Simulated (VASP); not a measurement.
Here is a VASP 6.6.1 calculation.

File INCAR:

```
  GGA = PS
  LDIPOL = True
  IDIPOL = 3
  DIPOL = 0.5 0.5 0.500
  ISMEAR = 1
  SIGMA = 0.1
  LWAVE = False
  LCHARG = False
  ISIF = 0
  NSW = 120
  PREC = Accurate
  LASPH = True
  LREAL = False
  ALGO = Normal
  EDIFF = 1E-7
  NELM = 120
  GGA_COMPAT = False
  IBRION = 2
  EDIFFG = -0.002
  NELMIN = 4
  ENCUT = 480
  NELMDL = -8
  KPAR = 8
```

File KPOINTS:

```
Automatic mesh
0
Gamma
  10 10 1
  0 0 0
```

POSCAR

```
Tl
1.0
    3.4559983565      0.0000000000      0.0000000000
   -1.7279991782      2.9929823722      0.0000000000
    0.0000000000      0.0000000000     23.2875000000
Tl
4
Selective dynamics
Direct
    0.6744730000      0.3334970000      0.3205430000  F F F
    0.3520090000      0.6774320000      0.4421930000  F F F
    0.6806450000      0.3510880000      0.5616210000  T T T
    0.3328220000      0.6534960000      0.6773140000  T T T
```

Potentials or basis: VASP PAW PBE potentials, release 64 (Tl_d).

Run with:

```console
$ cat potpaw_PBE.64/Tl_d/POTCAR > POTCAR
$ mpirun -np 8 vasp_std > vasp.out
```

(1) What does it give for the energy gained by relaxing?

(2) Estimate the band gap on the k mesh.

Results:

(1) 3.9 meV/atom.

(2) zero (bands 26 and 27 overlap by 2.10 eV).

Caveat: the cell differs from its parent crystal (atoms moved at random); spin-orbit coupling is left out, which moves the levels of the heavy elements.
